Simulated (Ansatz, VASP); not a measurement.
C21O: VASP beside Ansatz

Contents of INCAR:

```
ALGO = Normal
DIPOL = 0.5 0.5 0.300
EDIFF = 1E-6
ENCUT = 520
GGA = PE
IDIPOL = 3
ISIF = 2
ISMEAR = 0
IVDW = 12
LASPH = T
LCHARG = T
LDIPOL = T
LELF = T
LREAL = Auto
LVACPOTAV = T
LVHAR = T
LWAVE = F
NBANDS = 62
NELM = 80
PREC = Accurate
SIGMA = 0.05
```

Contents of KPOINTS:

```
k-points
0
Gamma
  6 4 1
```

POSCAR

```
C21O
1.0
    4.9298676348      0.0000000000      0.0000000000
    0.0000000000      6.6106466029      0.0000000000
    0.0000000000      0.0000000000     23.0462285946
C O
21 1
Direct
    0.2500000000      0.6298229082      0.1735641901
    0.7500000000      0.6298229082      0.1735641901
    0.0000000000      0.5373434205      0.1893644698
    0.5000000000      0.5373434205      0.1893644698
    0.0000000000      0.3522116844      0.2208793344
    0.5000000000      0.3522116844      0.2208793344
    0.2500000000      0.2597321967      0.2366796141
    0.7500000000      0.2597321967      0.2366796141
    0.2500000000      0.0746004606      0.2681944787
    0.7500000000      0.0746004606      0.2681944787
    0.0000000000      0.9836592811      0.2844332683
    0.5000000000      0.9836592811      0.2844332683
    0.0000000000      0.7989713350      0.3169069768
    0.5000000000      0.7989713350      0.3169069768
    0.2500000000      0.7082723620      0.3324707277
    0.7500000000      0.7082723620      0.3324707277
    0.2500000000      0.5151741001      0.3643514146
    0.7500000000      0.5151741001      0.3643514146
    0.0000000000      0.4319289200      0.3773384682
    0.5000000000      0.4319289200      0.3773384682
    0.1250000000      1.1819289200      0.5660895248
    0.1250000000      1.1819289200      0.5161898202
```

Input for Ansatz:

```yaml
crystal:
  lattice:
    - [4.9298676348, 0.0, 0.0]
    - [0.0, 6.6106466029, 0.0]
    - [0.0, 0.0, 23.0462285946]
  atoms:
    - { symbol: C, position: [0.25, 0.6298229082, 0.1735641901] }
    - { symbol: C, position: [0.75, 0.6298229082, 0.1735641901] }
    - { symbol: C, position: [0.0, 0.5373434205, 0.1893644698] }
    - { symbol: C, position: [0.5, 0.5373434205, 0.1893644698] }
    - { symbol: C, position: [0.0, 0.3522116844, 0.2208793344] }
    - { symbol: C, position: [0.5, 0.3522116844, 0.2208793344] }
    - { symbol: C, position: [0.25, 0.2597321967, 0.2366796141] }
    - { symbol: C, position: [0.75, 0.2597321967, 0.2366796141] }
    - { symbol: C, position: [0.25, 0.0746004606, 0.2681944787] }
    - { symbol: C, position: [0.75, 0.0746004606, 0.2681944787] }
    - { symbol: C, position: [0.0, 0.9836592811, 0.2844332683] }
    - { symbol: C, position: [0.5, 0.9836592811, 0.2844332683] }
    - { symbol: C, position: [0.0, 0.798971335, 0.3169069768] }
    - { symbol: C, position: [0.5, 0.798971335, 0.3169069768] }
    - { symbol: C, position: [0.25, 0.708272362, 0.3324707277] }
    - { symbol: C, position: [0.75, 0.708272362, 0.3324707277] }
    - { symbol: C, position: [0.25, 0.5151741001, 0.3643514146] }
    - { symbol: C, position: [0.75, 0.5151741001, 0.3643514146] }
    - { symbol: C, position: [0.0, 0.43192892, 0.3773384682] }
    - { symbol: C, position: [0.5, 0.43192892, 0.3773384682] }
    - { symbol: O, position: [0.125, 1.18192892, 0.5161898202] }
    - { symbol: C, position: [0.125, 1.18192892, 0.5660895248] }
basis:
  ecutwfc: 420
kpoints:
  mp_grid: { grid: [6, 4, 1] }
hamiltonian:
  xc: pbe
  pseudopotentials: { kind: paw, azcp: { folder: soft_1 } }
  dispersion: d3bj
scf:
  occupations: { method: gaussian, width: 0.05 }
output:
  forces: true
  eigenvalues: true
efield:
  axis: 3
  dipole_correction: true
  ramp_width: 0.04
```

Alike in both runs: task single point; functional PBE; dispersion D3(BJ); k mesh 6 × 4 × 1; occupations gaussian, width 0.05 eV; no spin polarisation.

```csv
,VASP,Ansatz
version,VASP 6.6.1,Ansatz 0.2.0
potentials or method,"VASP PAW PBE potentials, release 64 (C, O), cutoff 520 eV","scalar-relativistic, plane waves, PAW"
valence electrons in the cell,90,90
```

```tsv
	VASP	Ansatz	Ansatz less VASP
gap on the k mesh at the Fermi level (eV)	none	none	-
rms of the force components (eV/Å)	0.703	0.749	+0.0457
work function, face that differs most (eV)	5.53	5.55	+0.027
```

A gap of «none» marks a metal or a gap that the smearing closes.

Noted on VASP's run: the standard files for N, O and F lose accuracy on very short bonds.
